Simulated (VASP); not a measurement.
# HfO2 (Fm-3m) in VASP: further runs

HfO2 is run at these levels: PBEsol+D3(BJ)+U; tasks: single point.

Program: VASP 6.6.1. These are calculated values, not measurements. Logs are shortened: lines on timing, memory, paths and dates and some standing lists are left out, and cuts for length are marked.

## Step 1: The cell of the first run

The structure is cubic, space group Fm-3m (No. 225). The conventional cell has a = 5.011 Å, b = 5.011 Å, c = 5.011 Å, α = 90.00°, β = 90.00°, γ = 90.00°. Within 2.9 Å of Hf (site symmetry m-3m) lie 8 O at 2.17 Å. Within 2.9 Å of O (site symmetry -43m) lie 4 Hf at 2.17 Å and 6 O at 2.51 Å.

## Step 2: Single point, PBEsol+D3(BJ)+U

INCAR reads:

```
PREC = Accurate ; ENCUT = 520
EDIFF = 1E-6 ; ISMEAR = -5
SIGMA = 0.05 ; LREAL = F
LASPH = T ; NELM = 150
ALGO = Normal ; ISIF = 2
LWAVE = F ; LCHARG = F
LMAXMIX = 4 ; LDAU = T
LDAUTYPE = 2 ; LDAUL = 2 -1
LDAUU = 6.5 0 ; LDAUJ = 0 0
LDAUPRINT = 1 ; GGA = PS
IVDW = 12 ; NBANDS = 18
```

KPOINTS reads:

```
regular mesh
0
Gamma
  9 9 9
```

POSCAR reads:

```
HfO2
1.0
    0.0000000000      2.5052914730      2.5052914730
    2.5052914730      0.0000000000      2.5052914730
    2.5052914730      2.5052914730      0.0000000000
Hf O
1 2
Direct
    0.0000000000      0.0000000000      0.0000000000
    0.7500000000      0.7500000000      0.7500000000
    0.2500000000      0.2500000000      0.2500000000
```

Potentials or basis: VASP PAW PBE potentials, release 64 (Hf_pv, O).

On the command line:

```sh
cat potpaw_PBE.64/Hf_pv/POTCAR potpaw_PBE.64/O/POTCAR > POTCAR
mpirun -np 1 vasp_std > vasp.out
```

OUTCAR:

```text
PREC = Accurate
   ENCUT = 520
   EDIFF = 1E-6
   ISMEAR = -5
   LREAL = F
   LASPH = T
   NELM = 150
   ISIF = 2
   GGA = PS
   IVDW = 12
 IVDW          = 12

 ion  position               nearest neighbor table
   1  0.000  0.000  0.000-   2 2.17   3 2.17   2 2.17   2 2.17   2 2.17   3 2.17   3 2.17   3 2.17

   2  0.750  0.750  0.750-   1 2.17   1 2.17   1 2.17   1 2.17
   3  0.250  0.250  0.250-   1 2.17   1 2.17   1 2.17   1 2.17

  LATTYP: Found a face centered cubic cell.
 ALAT       =     5.0105829460

  Lattice vectors:

 A1 = (   0.0000000000,   2.5052914730,   2.5052914730)
 A2 = (   2.5052914730,   0.0000000000,   2.5052914730)
 A3 = (   2.5052914730,   2.5052914730,   0.0000000000)

Analysis of symmetry for initial positions (statically):
=====================================================================
 Subroutine PRICEL returns:
 Original cell was already a primitive cell.

 Routine SETGRP: Setting up the symmetry group for a
 face centered cubic supercell.

 Subroutine GETGRP returns: Found 48 space group operations
[... 9 lines left out ...]

 Routine SETGRP: Setting up the symmetry group for a
 face centered cubic supercell.

 Subroutine GETGRP returns: Found 48 space group operations
[... 11 lines left out ...]
                                     Primitive cell

  volume of cell :      31.4489

  direct lattice vectors                    reciprocal lattice vectors
     0.000000000  2.505291473  2.505291473    -0.199577576  0.199577576  0.199577576
     2.505291473  0.000000000  2.505291473     0.199577576 -0.199577576  0.199577576
     2.505291473  2.505291473  0.000000000     0.199577576  0.199577576 -0.199577576

  length of vectors
     3.543017179  3.543017179  3.543017179     0.345678502  0.345678502  0.345678502

  position of ions in fractional coordinates (direct lattice)
     0.000000000  0.000000000  0.000000000
     0.750000000  0.750000000  0.750000000
     0.250000000  0.250000000  0.250000000

  ion indices of the primitive-cell ions
   primitive index   ion index
                 1           1
                 2           2
                 3           3

----------------------------------------------------------------------------------------

 KPOINTS: regular mesh

Automatic generation of k-mesh.
 Grid dimensions read from file:
 generate k-points for:    9    9    9

 Generating k-lattice:

  Cartesian coordinates                     Fractional coordinates (reciprocal lattice)
    -0.022175286  0.022175286  0.022175286     0.111111111  0.000000000  0.000000000
     0.022175286 -0.022175286  0.022175286     0.000000000  0.111111111  0.000000000
     0.022175286  0.022175286 -0.022175286     0.000000000  0.000000000  0.111111111

  Length of vectors
     0.038408722  0.038408722  0.038408722

  Shift w.r.t. Gamma in fractional coordinates (k-lattice)
     0.000000000  0.000000000  0.000000000

 TETIRR: Found    115 inequivalent tetrahedra from     4374

 Subroutine IBZKPT returns following result:
 ===========================================

 Found     35 irreducible k-points:

 Following reciprocal coordinates:
            Coordinates               Weight
  0.000000  0.000000  0.000000      1.000000
  0.111111  0.000000  0.000000      8.000000
  0.222222  0.000000  0.000000      8.000000
  0.333333  0.000000  0.000000      8.000000
  0.444444  0.000000  0.000000      8.000000
  0.111111  0.111111  0.000000      6.000000
[... 16 lines left out ...]
 -0.333333  0.333333  0.000000     12.000000
  0.444444  0.444444  0.000000      6.000000
 [... further k-points ...]
   k-points           NKPTS =     35   k-points in BZ     NKDIM =     35   number of bands    NBANDS=     18
   number of dos      NEDOS =    301   number of ions     NIONS =      3
   total plane-waves  NPLWV =  21952
   dimension x,y,z NGX =    28 NGY =   28 NGZ =   28
   dimension x,y,z NGXF=    56 NGYF=   56 NGZF=   56
   ions per type =               1   2
   NGX,Y,Z   is equivalent  to a cutoff of  13.14, 13.14, 13.14 a.u.
   NGXF,Y,Z  is equivalent  to a cutoff of  26.28, 26.28, 26.28 a.u.
 SYSTEM =  unknown system
   PREC   = accura    normal or accurate (medium, high low for compatibility)
   ISTART =      0    job   : 0-new  1-cont  2-samecut
   ICHARG =      2    charge: 1-file 2-atom 10-const
   ISPIN  =      1    spin polarized calculation?
   LNONCOLLINEAR =      F non collinear calculations
   LSORBIT =      F    spin-orbit coupling
   LASPH  =      T    aspherical Exc in radial PAW
   ENCUT  =  520.0 eV  38.22 Ry    6.18 a.u.   6.59  6.59  6.59*2*pi/ulx,y,z
   NELM   =    150;   NELMIN=  2; NELMDL= -5     # of ELM steps
   EDIFF  = 0.1E-05   stopping-criterion for ELM
   LREAL  =      F    real-space projection
   EDIFFG = 0.1E-04   stopping-criterion for IOM
   NSW    =      0    number of steps for IOM
   IBRION =     -1    ionic relax: 0-MD 1-quasi-New 2-CG
   NFREE  =      0    steps in history (QN), initial steepest desc. (CG)
   ISIF   =      2    stress and relaxation
   ISYM   =      2    0-nonsym 1-usesym 2-fastsym
   POTIM  = 0.5000    time-step for ionic-motion
   TEBEG  =    0.0;   TEEND  =   0.0 temperature during run
   PSTRESS=    0.0 pullay stress
   NELECT =      22.0000    total number of electrons
   NUPDOWN=      -1.0000    fix difference up-down
   EMIN   =  10.00;   EMAX   =-10.00  energy-range for DOS
   EFERMI =   0.00;   METHOD = LEGACY
   ISMEAR =    -5;   SIGMA  =   0.05  broadening in eV -4-tet -1-fermi 0-gaus
   EFERMI_NEDOS =   21; number of points for ismear=-14 and -15
   IALGO  =     38    algorithm
   IMIX   =      4    mixing-type and parameters
     AMIX     =   0.40;   BMIX     =  1.00
     AMIX_MAG =   1.60;   BMIX_MAG =  1.00
  volume/ion in A,a.u.               =      10.48        70.74
  Fermi-wavevector in a.u.,A,eV,Ry     =   1.453274  2.746289 28.735572  2.112005
  Thomas-Fermi vector in A             =   2.570559
   LORBIT       =      0    0 simple, 1 ext, 2 COOP (PROOUT), +10 PAW based schemes
 LDA+U is selected, type is set to LDAUTYPE =  2
   angular momentum for each species LDAUL =     2   -1
   U (eV)           for each species LDAUU =   6.5  0.0
   J (eV)           for each species LDAUJ =   0.0  0.0
   GGA     = PS    functional components
   LHFCALC =     F    Hartree Fock is set to
   AEXX    =    0.0000 exact exchange contribution
   IVDW    =    12    specifies the selected vdW correction
   LEPSILON=     F    determine dielectric tensor
   LRPA    =     F    only Hartree local field effects (RPA)
 non-spin polarized calculation
 Fermi weights with tetrahedron method with Bloechl corrections
  energy-cutoff  :      520.00
  volume of cell :       31.45
 maximum number of plane-waves:       869
   NGX = 13   NGY = 13   NGZ = 13

atom =   1  type =  1  l = 2

 onsite density matrix

spin component  1

  0.1734 -0.0000  0.0000  0.0000 -0.0000
 -0.0000  0.1734 -0.0000  0.0000  0.0000
  0.0000 -0.0000  0.0522 -0.0000  0.0000
  0.0000  0.0000 -0.0000  0.1734  0.0000
 -0.0000  0.0000  0.0000  0.0000  0.0522

spin component  2

  0.1734 -0.0000  0.0000  0.0000 -0.0000
 -0.0000  0.1734 -0.0000  0.0000  0.0000
  0.0000 -0.0000  0.0522 -0.0000  0.0000
  0.0000  0.0000 -0.0000  0.1734  0.0000
 -0.0000  0.0000  0.0000  0.0000  0.0522

 occupancies and eigenvectors

  o =  0.0522  v =  0.0000 -0.0000  1.0000  0.0000 -0.0070  0.0000  0.0000  0.0000  0.0000  0.0000      0.0000  0.0000  0.0000  0.0000  0.0000  0.0000  0.0000  0.0000  0.0000  0.0000
  o =  0.0522  v =  0.0000  0.0000  0.0000  0.0000  0.0000  0.0000 -0.0000  1.0000  0.0000 -0.0070      0.0000  0.0000  0.0000  0.0000  0.0000  0.0000  0.0000  0.0000  0.0000  0.0000
  o =  0.0522  v =  0.0000  0.0000  0.0070  0.0000  1.0000  0.0000  0.0000  0.0000  0.0000  0.0000      0.0000  0.0000  0.0000  0.0000  0.0000  0.0000  0.0000  0.0000  0.0000  0.0000
  o =  0.0522  v =  0.0000  0.0000  0.0000  0.0000  0.0000  0.0000  0.0000  0.0070  0.0000  1.0000      0.0000  0.0000  0.0000  0.0000  0.0000  0.0000  0.0000  0.0000  0.0000  0.0000
  o =  0.1734  v =  0.0000  0.0000  0.0000  0.0000  0.0000  1.0000  0.0000  0.0000  0.0000  0.0000      0.0000  0.0000  0.0000  0.0000  0.0000  0.0000  0.0000  0.0000  0.0000  0.0000
  o =  0.1734  v =  1.0000  0.0000  0.0000  0.0000  0.0000  0.0000  0.0000  0.0000  0.0000  0.0000      0.0000  0.0000  0.0000  0.0000  0.0000  0.0000  0.0000  0.0000  0.0000  0.0000
  o =  0.1734  v =  0.0000  0.0000  0.0000  0.0000  0.0000  0.0000 -0.3057  0.0000 -0.9521  0.0000      0.0000  0.0000  0.0000  0.0000  0.0000  0.0000  0.0000  0.0000  0.0000  0.0000
  o =  0.1734  v =  0.0000 -0.3057  0.0000 -0.9521  0.0000  0.0000  0.0000  0.0000  0.0000  0.0000      0.0000  0.0000  0.0000  0.0000  0.0000  0.0000  0.0000  0.0000  0.0000  0.0000
  o =  0.1734  v =  0.0000 -0.9521 -0.0000  0.3057  0.0000  0.0000  0.0000  0.0000  0.0000  0.0000      0.0000  0.0000  0.0000  0.0000  0.0000  0.0000  0.0000  0.0000  0.0000  0.0000
  o =  0.1734  v =  0.0000  0.0000  0.0000  0.0000  0.0000  0.0000 -0.9521 -0.0000  0.3057  0.0000      0.0000  0.0000  0.0000  0.0000  0.0000  0.0000  0.0000  0.0000  0.0000  0.0000

 number of electron      21.9999998 magnetization

 Free energy of the ion-electron system (eV)
  ---------------------------------------------------
  ext. energy  EPLUGINS =         0.00000000
  ---------------------------------------------------
  free energy    TOTEN  =       -27.93169121 eV

  energy without entropy =      -27.93169121  energy(sigma->0) =      -27.93169121

 E-fermi :   4.8860     XC(G=0): -12.2940

 val. band max:        4.8237946894   @ k =  -0.4444   0.4444   0.0000
 cond. band min:       9.4736730269   @ k =   0.4444   0.4444   0.0000
 fundamental gap:      4.6498783375
 Fermi energy:         4.8859564320

 k-point     1 :       0.0000    0.0000    0.0000
  band No.  band energies     occupation
      1     -25.6151      2.00000
      2     -25.6151      2.00000
      3     -25.6151      2.00000
      4     -14.1372      2.00000
      5     -10.7548      2.00000
      6      -0.3887      2.00000
[... 10 lines left out ...]
     17      16.5895      0.00000
     18      17.3820      0.00000

 k-point     2 :       0.1111    0.0000    0.0000
  band No.  band energies     occupation
      1     -25.6744      2.00000
      2     -25.6216      2.00000
      3     -25.6216      2.00000
      4     -13.9540      2.00000
      5     -10.8908      2.00000
      6      -0.2720      2.00000
[... 10 lines left out ...]
     17      16.3145      0.00000
     18      17.3777      0.00000
[... 442 lines left out ...]
 k-point    24 :       0.4444    0.4444    0.0000
  band No.  band energies     occupation
      1     -26.0989      2.00000
      2     -25.7488      2.00000
      3     -25.7488      2.00000
      4     -11.9965      2.00000
      5     -11.8110      2.00000
      6      -1.7348      2.00000
[... 10 lines left out ...]
     17      16.8957      0.00000
     18      17.3847      0.00000

 [... further k-points ...]

------------------------ aborting loop because EDIFF is reached ----------------------------------------

 Edisp (eV)   -0.70543

 E8    (eV) :    -0.4749

  FORCE on cell =-STRESS in cart. coord.  units (eV):
  Direction    XX          YY          ZZ          XY          YZ          ZX
  --------------------------------------------------------------------------------------
  -------------------------------------------------------------------------------------
  Total       3.69709     3.69709     3.69709    -0.00000    -0.00000     0.00000
  in kB     188.34986   188.34986   188.34986    -0.00000    -0.00000     0.00000
  external pressure =      188.35 kB  Pullay stress =        0.00 kB

 VOLUME and BASIS-vectors are now :
 -----------------------------------------------------------------------------
  energy-cutoff  :      520.00
  volume of cell :       31.45
      direct lattice vectors                 reciprocal lattice vectors
     0.000000000  2.505291473  2.505291473    -0.199577576  0.199577576  0.199577576
     2.505291473  0.000000000  2.505291473     0.199577576 -0.199577576  0.199577576
     2.505291473  2.505291473  0.000000000     0.199577576  0.199577576 -0.199577576

 POSITION                                       TOTAL-FORCE (eV/Angst)
 -----------------------------------------------------------------------------------
      0.00000      0.00000      0.00000         0.000000      0.000000     -0.000000
      3.75794      3.75794      3.75794        -0.000000     -0.000000     -0.000000
      1.25265      1.25265      1.25265         0.000000      0.000000      0.000000
 -----------------------------------------------------------------------------------
    total drift:                                0.000000      0.000000      0.000000

  FREE ENERGIE OF THE ION-ELECTRON SYSTEM (eV)
  ---------------------------------------------------
  free  energy   TOTEN  =       -28.6371175180 eV

  energy  without entropy=      -28.6371175180  energy(sigma->0) =      -28.63711752
```

It took 24 s on 1 thread of Intel Xeon 6975P-C, shared host; peak memory 0.18 GiB.

Results:

```yaml
Free_energy: -28.6371 eV
Pressure: 18.8 GPa
Band_gap_on_the_k_mesh: 4.65 eV, indirect (least direct gap 4.78 eV)
Dispersion_energy_per_atom: -0.235 eV
```

Eigenvalues of the final occupation matrices:
```tsv
site	spin	trace	eigenvalues
site 1 d	1	0.62	0.05 0.05 0.17 0.17 0.17
site 1 d	2	0.62	0.05 0.05 0.17 0.17 0.17
```

Caveat: the PAW data sets were made with another functional, which shifts forces and pressure a little; spin-orbit coupling is left out, which moves the levels of the heavy elements. A k mesh can miss the band edges.

(Part 1 of 2 ends here.)
